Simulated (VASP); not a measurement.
# Au (Im-3m) in VASP: a series of runs, part 2 of 2

VASP 6.6.1. The steps go on from the part before.

**4. Single point, PBEsol**

INCAR

```
SYSTEM = Au
PREC     = Accurate       ! precision mode
ENCUT    = 520            ! plane-wave cutoff, eV
EDIFF    = 1E-6           ! SCF threshold, eV
ISMEAR   = 0              ! smearing method
SIGMA    = 0.1            ! smearing width, eV
LREAL    = .False.        ! projectors in reciprocal space
LASPH    = .True.         ! aspherical terms in the spheres
NELM     = 60             ! most SCF steps
ALGO     = Fast           ! electronic algorithm
ISIF     = 2              ! what is computed and relaxed
LWAVE    = .False.        ! write WAVECAR
LCHARG   = .False.        ! write CHGCAR
GGA      = PS             ! functional
NBANDS   = 12             ! bands
```

KPOINTS

```
Automatic mesh
0
Gamma
  18 18 18
  0 0 0
```

POSCAR

```
Au
1.0
   -1.6210733942      1.6210733942      1.6210733942
    1.6210733942     -1.6210733942      1.6210733942
    1.6210733942      1.6210733942     -1.6210733942
Au
1
Direct
    0.0000000000      0.0000000000      0.0000000000
```

Potentials or basis: VASP PAW PBE potentials, release 64 (Au).

The run is started by

```sh
> cat potpaw_PBE.64/Au/POTCAR > POTCAR
> mpirun -np 1 vasp_std > vasp.out
```

OUTCAR:

```text
SYSTEM = Au
   PREC = Accurate
   ENCUT = 520
   EDIFF = 1E-6
   ISMEAR = 0
   LREAL = .False.
   LASPH = .True.
   NELM = 60
   ISIF = 2
   GGA = PS

 ion  position               nearest neighbor table
   1  0.000  0.000  0.000-

  LATTYP: Found a body centered cubic cell.
 ALAT       =     3.2421467884

  Lattice vectors:

 A1 = (  -1.6210733942,   1.6210733942,   1.6210733942)
 A2 = (   1.6210733942,  -1.6210733942,   1.6210733942)
 A3 = (   1.6210733942,   1.6210733942,  -1.6210733942)

Analysis of symmetry for initial positions (statically):
=====================================================================
 Subroutine PRICEL returns:
 Original cell was already a primitive cell.

 Routine SETGRP: Setting up the symmetry group for a
 body centered cubic supercell.

 Subroutine GETGRP returns: Found 48 space group operations
 (whereof 48 operations were pure point group operations)
 out of a pool of 48 trial point group operations.

The static configuration has the point symmetry O_h .

Analysis of symmetry for dynamics (positions and initial velocities):
=====================================================================
 Subroutine PRICEL returns:
 Original cell was already a primitive cell.

 Routine SETGRP: Setting up the symmetry group for a
 body centered cubic supercell.

 Subroutine GETGRP returns: Found 48 space group operations
 (whereof 48 operations were pure point group operations)
 out of a pool of 48 trial point group operations.

The dynamic configuration has the point symmetry O_h .

 Subroutine INISYM returns: Found 48 space group operations
 (whereof 48 operations are pure point group operations),
 and found     1 'primitive' translations

----------------------------------------------------------------------------------------

                                     Primitive cell

[... 113 lines left out ...]
   GGA     = PS    functional components
   LHFCALC =     F    Hartree Fock is set to
   AEXX    =    0.0000 exact exchange contribution
   IVDW    =     0    specifies the selected vdW correction
   LEPSILON=     F    determine dielectric tensor
   LRPA    =     F    only Hartree local field effects (RPA)
 non-spin polarized calculation
 RMM-DIIS sequential band-by-band and
 Gauss-broadening in eV      SIGMA  =   0.10
  energy-cutoff  :      520.00
  volume of cell :       17.04
 maximum number of plane-waves:       472
 NGX is ok and might be reduce to    24

 number of electron      11.0000001 magnetization

 Free energy of the ion-electron system (eV)
  ---------------------------------------------------
  ext. energy  EPLUGINS =         0.00000000
  ---------------------------------------------------
  free energy    TOTEN  =        -3.90494710 eV

  energy without entropy =       -3.90452298  energy(sigma->0) =       -3.90473504

 E-fermi :   9.3040     XC(G=0): -12.8882

 val. band max:        9.2610539317   @ k =   0.3889   0.0556   0.0556
 cond. band min:       9.3689213610   @ k =  -0.3333   0.3333   0.3333
 fundamental gap:      0.1078674293
 Fermi energy:         9.3039776341

 k-point     1 :       0.0000    0.0000    0.0000
  band No.  band energies     occupation
      1      -0.6306      2.00000
      2       4.4156      2.00000
      3       4.4156      2.00000
      4       4.4156      2.00000
      5       6.3690      2.00000
      6       6.3690      2.00000
      7      25.7802      0.00000
      8      25.7802      0.00000
      9      25.7802      0.00000
     10      33.5983      0.00000
     11      33.5984      0.00000
     12      33.6022      0.00000
[... 331 lines left out ...]
 k-point    24 :       0.3889    0.1111    0.0000
  band No.  band energies     occupation
      1       2.2851      2.00000
      2       3.4284      2.00000
      3       5.8824      2.00000
      4       6.2305      2.00000
      5       7.0079      2.00000
      6       9.4359      0.06201
      7      13.7691      0.00000
      8      21.0738      0.00000
      9      22.8203      0.00000
     10      30.6052      0.00000
     11      32.1773      0.00000
     12      32.6783      0.00000

 [... further k-points ...]

------------------------ aborting loop because EDIFF is reached ----------------------------------------

  FORCE on cell =-STRESS in cart. coord.  units (eV):
  Direction    XX          YY          ZZ          XY          YZ          ZX
  --------------------------------------------------------------------------------------
  -------------------------------------------------------------------------------------
  Total       -0.0252585     -0.0252585     -0.0252585     -0.0000000     -0.0000000      0.0000000
  in kB       -2.3749222     -2.3749222     -2.3749222     -0.0000000     -0.0000000      0.0000000
  external PRESSURE =      -2.3749222 kB  Pullay stress =       0.0000000 kB

 VOLUME and BASIS-vectors are now :
 -----------------------------------------------------------------------------
  energy-cutoff  :      520.00
  volume of cell :       17.04
      direct lattice vectors                 reciprocal lattice vectors
    -1.621073394  1.621073394  1.621073394     0.000000000  0.308437608  0.308437608
     1.621073394 -1.621073394  1.621073394     0.308437608  0.000000000  0.308437608
     1.621073394  1.621073394 -1.621073394     0.308437608  0.308437608  0.000000000

 POSITION                                       TOTAL-FORCE (eV/Angst)
 -----------------------------------------------------------------------------------
      0.00000      0.00000      0.00000        -0.000000      0.000000      0.000000
 -----------------------------------------------------------------------------------
    total drift:                               -0.000000      0.000000      0.000000

  FREE ENERGIE OF THE ION-ELECTRON SYSTEM (eV)
  ---------------------------------------------------
  free  energy   TOTEN  =        -3.9049470978 eV

  energy  without entropy=       -3.9045229786  energy(sigma->0) =       -3.90473504
```

OSZICAR:

```text
N       E                     dE             d eps       ncg     rms          rms(c)
DAV:   1     0.490536763290E+02    0.49054E+02   -0.56017E+03  4848   0.817E+02
DAV:   2    -0.352896355301E+01   -0.52583E+02   -0.49473E+02  5612   0.186E+02
DAV:   3    -0.425592591041E+01   -0.72696E+00   -0.72642E+00  5572   0.210E+01
DAV:   4    -0.425824785169E+01   -0.23219E-02   -0.23219E-02  5376   0.138E+00
DAV:   5    -0.425826432478E+01   -0.16473E-04   -0.16474E-04  5536   0.111E-01    0.927E+00
RMM:   6    -0.393105080152E+01    0.32721E+00   -0.37874E-01  4694   0.509E+00    0.573E+00
RMM:   7    -0.390796642230E+01    0.23084E-01   -0.42192E-02  5030   0.189E+00    0.286E+00
RMM:   8    -0.390498496751E+01    0.29815E-02   -0.38620E-03  5210   0.552E-01    0.403E-01
RMM:   9    -0.390494560705E+01    0.39360E-04   -0.51906E-04  5452   0.193E-01    0.117E-01
RMM:  10    -0.390494687604E+01   -0.12690E-05   -0.77970E-05  5414   0.680E-02    0.748E-02
RMM:  11    -0.390494701972E+01   -0.14368E-06   -0.15277E-05  5087   0.260E-02    0.117E-02
RMM:  12    -0.390494709783E+01   -0.78117E-07   -0.18663E-06  4186   0.854E-03
   1 F= -.39049471E+01 E0= -.39047350E+01  d E =-.424119E-03
```

Run time: 34 s. Hardware: 1 thread of Intel Xeon Platinum 8259CL at 2.50GHz (Skylake/Cascade Lake), shared host; peak memory 0.17 GiB.

What came out:

| Property | Result |
| --- | --- |
| Free energy | -3.9049 eV |
| Pressure | -0.2 GPa |

Levels at points of the mesh, in eV from the Fermi level:
| k point | band 2 | band 3 | band 4 | band 5 | band 6 | band 7 | band 8 | band 9 | band 10 | band 11 |
| --- | --- | --- | --- | --- | --- | --- | --- | --- | --- | --- |
| (0.00, 0.00, 0.00) | -4.89 | -4.89 | -4.89 | -2.93 | -2.93 | 16.48 | 16.48 | 16.48 | 24.29 | 24.29 |
| (0.50, 0.00, 0.00) | -5.99 | -3.08 | -2.73 | -1.38 | -0.72 | 3.54 | 12.33 | 13.86 | 21.81 | 22.18 |
| (0.50, 0.50, 0.50) | -6.86 | -1.77 | -1.77 | -1.77 | 6.23 | 6.23 | 6.23 | 9.68 | 15.99 | 15.99 |

Caveat: the PAW data sets were made with another functional, which shifts forces and pressure a little; spin-orbit coupling is left out, which moves the levels of the heavy elements.

**5. Single point, PBEsol**

This run uses another cell than the first one: it holds 2 atoms, not 1.

INCAR

```
ALGO = Normal ; EDIFF = 1E-6
ENCUT = 520 ; GGA = PS
ISIF = 2 ; ISMEAR = 0
LASPH = True ; LCHARG = False
LREAL = False ; LWAVE = False
NBANDS = 18 ; NELM = 100
PREC = Accurate ; SIGMA = 0.1
```

KPOINTS

```
k-points
0
Gamma
  16 16 16
```

POSCAR

```
Au
1.0
    3.2421467883      0.0000000000      0.0000000000
    0.0000000000      3.2421467883      0.0000000000
    0.0000000000      0.0000000000      3.2421467883
Au
2
Direct
    0.0000000000      0.0000000000      0.0000000000
    0.5000000000      0.5000000000      0.5000000000
```

The run is started by

```sh
> cat potpaw_PBE.64/Au/POTCAR > POTCAR
> mpirun -np 1 vasp_std > vasp.out
```

Wall time 33 s (1 thread of Intel Xeon Platinum 8259CL at 2.50GHz (Skylake/Cascade Lake), shared host); peak memory 0.2 GiB.

The run converged. Its results:

| Item | Value |
| --- | --- |
| Free energy | -7.8063 eV |
| Pressure | -0.1 GPa |
| Band gap on the k mesh | zero (band 11 reaches 12.33 eV, above the bottom of band 12 at 7.34 eV) |

Levels at points of the mesh, in eV from the Fermi level:
```tsv
k point	band 7	band 8	band 9	band 10	band 11	band 12	band 13	band 14	band 15	band 16
(0.00, 0.00, 0.00)	-2.84	-2.84	-1.68	-1.68	-1.68	6.32	6.32	6.32	9.77	16.07
(0.50, 0.00, 0.00)	-4.16	-4.16	-3.37	-3.37	-1.88	-1.88	12.72	12.72	13.89	13.89
(0.50, 0.50, 0.00)	-2.64	-2.64	-1.29	-1.29	-0.63	-0.63	3.63	3.63	12.41	12.41
(0.50, 0.50, 0.50)	-2.59	-2.59	-2.59	-2.59	2.91	2.91	7.26	7.26	7.26	7.26
```

Caveat: the PAW data sets were made with another functional, which shifts forces and pressure a little; spin-orbit coupling is left out, which moves the levels of the heavy elements.

**6. Overview**

| task | cell | k mesh | cutoff (eV) | gap on the mesh (eV) | pressure (GPa) |
| --- | --- | --- | --- | --- | --- |
| single point | a = 2.808 Å, angles 109.5°, 1 atom | 18 × 18 × 18 | 520 | none | -0.2 |
| relaxation of cell and atoms | relaxed from a = 2.807 Å, angles 109.5°, 1 atom | 18 × 18 × 18 | 600 | none | 0.0 |
| single point | a = 3.242 Å, 2 atoms | 16 × 16 × 16 | 520 | none | -0.1 |

Alike in all rows: level PBEsol; potentials or basis VASP PAW PBE potentials, release 64 (Au); no spin polarisation; smearing gaussian 0.1 eV.

Caveats: the PAW data sets were made with another functional, which shifts forces and pressure a little; spin-orbit coupling is left out, which moves the levels of the heavy elements.

Total energies depend on the potentials used, so only differences within one code and one set of settings carry meaning.
